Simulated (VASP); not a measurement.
Input of a VASP 6.6.1 run:

The input INCAR:

```
SYSTEM = SiW
ALGO = Normal
EDIFF = 1E-6
ENCUT = 520
GGA = PE
ISIF = 2
ISMEAR = -1
LASPH = .TRUE.
LCHARG = .TRUE.
LELF = .TRUE.
LREAL = .FALSE.
LVHAR = .TRUE.
LWAVE = .FALSE.
NBANDS = 16
NELM = 100
PREC = Accurate
SIGMA = 0.1
```

File KPOINTS:

```
k-points
0
G
  15 15 15
  0 0 0
```

Contents of POSCAR:

```
SiW
1.0
    2.7280393666      0.0000000000      0.0000000000
    0.0000000000      2.7280393666      0.0000000000
    0.0000000000      0.0000000000      2.7280393666
W Si
1 1
Direct
    0.0000000000      0.0000000000      0.0000000000
    0.5000000000      0.5000000000      0.5000000000
```

Potentials or basis: VASP PAW PBE potentials, release 64 (W_sv, Si).

Run with:

```bash
$ cat potpaw_PBE.64/W_sv/POTCAR potpaw_PBE.64/Si/POTCAR > POTCAR
$ mpirun -np 1 vasp_std > vasp.out
```

Task: Estimate the band gap on the k mesh.

Result: Zero (band 9 reaches 20.93 eV, above the bottom of band 10 at 15.50 eV).

Task: What does it give for the pressure?

Result: 162.7 GPa.

Caveat: spin-orbit coupling is left out, which moves the levels of the heavy elements.
